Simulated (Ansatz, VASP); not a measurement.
**Au in VASP and in Ansatz**

```
Au
1.0
     0.00000    2.08385    2.08385
     2.04550    0.03835    2.04550
     2.04550    2.04550    0.03835
Au
1
Direct
  0.00000 0.00000 0.00000
```

Change from the starting cell: strain +0.0375 x Voigt [0, 0, 0, 1, 0, 0], atoms carried along.

Alike in both runs: task single point; functional LDA; k mesh 20 × 20 × 20; occupations gaussian, width 0.15 eV; no spin polarisation.

```csv
,VASP,Ansatz
version,VASP 6.6.1,Ansatz 0.2.0
potentials or method,"VASP PAW LDA potentials, release 64 (Au), cutoff 520 eV","scalar-relativistic, plane waves, PAW"
valence electrons in the cell,11,19
```

VASP gave:

* gap on the k mesh at the Fermi level (eV): none
* pressure (GPa): -5.0
* traceless stress, the component that is largest in VASP (GPa): -1.11

**Question.** What did Ansatz give for the same quantities?

**Answer.** gap on the k mesh at the Fermi level (eV): none; pressure (GPa): -5.4; traceless stress, the component that is largest in VASP (GPa): -1.02.

LDA's correlation is that of Perdew and Zunger in VASP and of Perdew and Wang (1992) in Ansatz. A gap of «none» marks a metal or a gap that the smearing closes. VASP's potentials hold 11 valence electrons a cell and Ansatz's 19, so a difference there can come from the potentials and not from the codes.

Neither program's run includes spin-orbit coupling.
